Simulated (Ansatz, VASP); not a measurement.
# Se: VASP beside Ansatz

Contents of INCAR:

```
PREC = Accurate
ENCUT = 520
EDIFF = 1E-8
ISMEAR = -1
SIGMA = 0.05
LREAL = False
LASPH = True
NELM = 60
ALGO = Normal
ISIF = 2
LWAVE = False
LCHARG = False
LEFG = True
NBANDS = 13
```

KPOINTS

```
regular mesh
0
Gamma
  9 9 9
```

POSCAR

```
Se
1.0
    0.0000000000      2.9719609764      2.9719609764
    2.9719609764      0.0000000000      2.9719609764
    2.9719609764      2.9719609764      0.0000000000
Se
2
Direct
   -0.2600000000     -0.0800000000     -0.0800000000
    0.2600000000      0.0800000000      0.0800000000
```

Input for Ansatz:

```yaml
crystal:
  lattice:
    - [0.0, 2.9719609764, 2.9719609764]
    - [2.9719609764, 0.0, 2.9719609764]
    - [2.9719609764, 2.9719609764, 0.0]
  atoms:
    - { symbol: Se, position: [-0.26, -0.08, -0.08] }
    - { symbol: Se, position: [0.26, 0.08, 0.08] }
kpoints:
  mp_grid: { grid: [9, 9, 9] }
scf:
  occupations: { method: fermi_dirac, width: 0.05 }
hamiltonian:
  xc: lda
  pseudopotentials: { kind: all_electron, datasets: crystal }
output:
  forces: true
  stress: true
  eigenvalues: true
  efg: { contact_densities: true }
```

Change from the starting cell: shortest bond scaled by 0.64, crystal datasets.

Alike in both runs: task electric field gradients; functional LDA; k mesh 9 × 9 × 9; occupations fermi-dirac, width 0.05 eV; no spin polarisation.

```csv
,VASP,Ansatz
version,VASP 6.6.1,Ansatz 0.2.0
potentials or method,"VASP PAW LDA potentials, release 64 (Se), cutoff 520 eV","all-electron PAW with datasets made for the crystal, scalar-relativistic"
```

```tsv
	VASP	Ansatz	Ansatz less VASP
pressure (GPa)	70.8	67.4	-3.42
traceless stress, the component that is largest in VASP (GPa)	-68.67	-65.34	+3.323
rms of the force components (eV/Å)	23.701	22.563	-1.1378
size of Vzz on the site where it differs most (V/Å²)	263.7	177.1	-86.68
```

LDA's correlation is that of Perdew and Zunger in VASP and of Perdew and Wang (1992) in Ansatz. Atom by atom the forces differ by 1.138 eV/Å (rms over components). Both programs put the cell under a high pressure, so it lies far from rest at this level. Ansatz ran all-electron here, and VASP with PAW potentials.

Noted on VASP's run: the cell as given lies far from equilibrium.
